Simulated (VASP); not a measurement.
Here is a VASP 6.6.1 calculation.

The input INCAR:

```
PREC     = Accurate       # precision mode
ENCUT    = 520            # plane-wave cutoff, eV
EDIFF    = 1E-6           # SCF threshold, eV
ISMEAR   = 0              # smearing method
SIGMA    = 0.05           # smearing width, eV
LREAL    = Auto         
LASPH    = T              # aspherical terms in the spheres
NELM     = 80             # most SCF steps
ALGO     = Normal         # electronic algorithm
ISIF     = 2              # what is computed and relaxed
LWAVE    = F              # write WAVECAR
LCHARG   = F              # write CHGCAR
GGA      = PE             # functional
NBANDS   = 70             # bands
```

The input KPOINTS:

```
regular mesh
0
Gamma
  3 3 3
```

Contents of POSCAR:

```
Al32H
1.0
    8.1000000000      0.0000000000      0.0000000000
    0.0000000000      8.1000000000      0.0000000000
    0.0000000000      0.0000000000      8.1000000000
Al H
32 1
Direct
    0.4987328437     -0.0000127430      0.0000105901
    0.7500052044      0.2512351863      0.0000065605
    0.7500394939     -0.0001647566      0.2442417409
    0.0012820346     -0.0000076164      0.0000129511
    0.2499890040      0.2508961199      0.0000107067
    0.4991367983      0.5000385382      0.0000087841
    0.7500000879      0.7487031409      0.0000164708
    0.2499867228     -0.0000076800      0.2487179759
    0.5003287887      0.2496997378      0.2503419247
    0.7500019974      0.5000561397      0.2487027747
    0.4941009539     -0.0001713840      0.4999600134
    0.7500440023      0.2562017509      0.4999571592
    0.7500410483     -0.0001712919      0.7558970066
    0.0008465956      0.5000335862      0.0000076458
    0.2499939576      0.7491747456      0.0000058766
   -0.0003556802      0.2496940610      0.2503553837
    0.2499921272      0.5000336422      0.2491530953
    0.5003392904      0.7504006622      0.2503646452
    0.0057565370     -0.0001646769      0.4999615703
    0.2499932547      0.2512352327      0.4999949326
    0.4987183226      0.5000461028      0.4999969050
    0.7500373272      0.7443983735      0.4999636672
    0.2499890844     -0.0000126768      0.7512675346
    0.5003134981      0.2497102972      0.7496864519
    0.7500031699      0.5000462448      0.7512820179
   -0.0003579555      0.7503981229      0.2503574894
    0.0012972955      0.5000562715      0.4999980791
    0.2499830727      0.7487030900      0.4999999248
   -0.0003426149      0.2496995210      0.7496707723
    0.2499909859      0.5000384741      0.7508630750
    0.5003445538      0.7503985873      0.7496552331
   -0.0003649457      0.7504006570      0.7496606572
    0.7487088434      0.0053946401      0.5012571841
```

Potentials or basis: VASP PAW PBE potentials, release 64 (Al, H).

Launch:

```bash
$ cat potpaw_PBE.64/Al/POTCAR potpaw_PBE.64/H/POTCAR > POTCAR
$ mpirun -np 1 vasp_std > vasp.out
```

Q: Estimate the largest force.

A: 0.019 eV/Å.

Q: Estimate the band gap on the k mesh.

A: Zero (an odd number of electrons rules out a gap without spin polarisation).

Forces in eV/Å, atoms in the order of the input:
```
Al  -0.011  0.000  0.000
Al   0.000  0.011  0.000
Al   0.000  0.000  0.005
Al   0.011  0.000  0.000
Al  -0.001  0.010  0.001
Al  -0.009  0.001  0.001
Al   0.000 -0.011  0.000
Al   0.000  0.000 -0.011
Al   0.005 -0.005  0.004
Al   0.000  0.000 -0.011
Al   0.003  0.000  0.000
Al  -0.001  0.007  0.001
Al   0.000  0.000 -0.003
Al   0.010  0.002  0.000
Al   0.000 -0.009  0.000
Al  -0.004 -0.005  0.004
Al   0.000  0.002 -0.010
Al   0.005  0.004  0.004
Al  -0.005  0.000  0.000
Al   0.000  0.011  0.000
Al  -0.011  0.000  0.000
Al  -0.001  0.009  0.001
Al   0.000  0.000  0.011
Al   0.004 -0.005 -0.004
Al   0.000  0.000  0.011
Al  -0.004  0.004  0.004
Al   0.011  0.000  0.000
Al   0.000 -0.011  0.000
Al  -0.004 -0.005 -0.005
Al  -0.001  0.001  0.009
Al   0.004  0.004 -0.004
Al  -0.004  0.004 -0.005
H    0.004 -0.018 -0.004
```
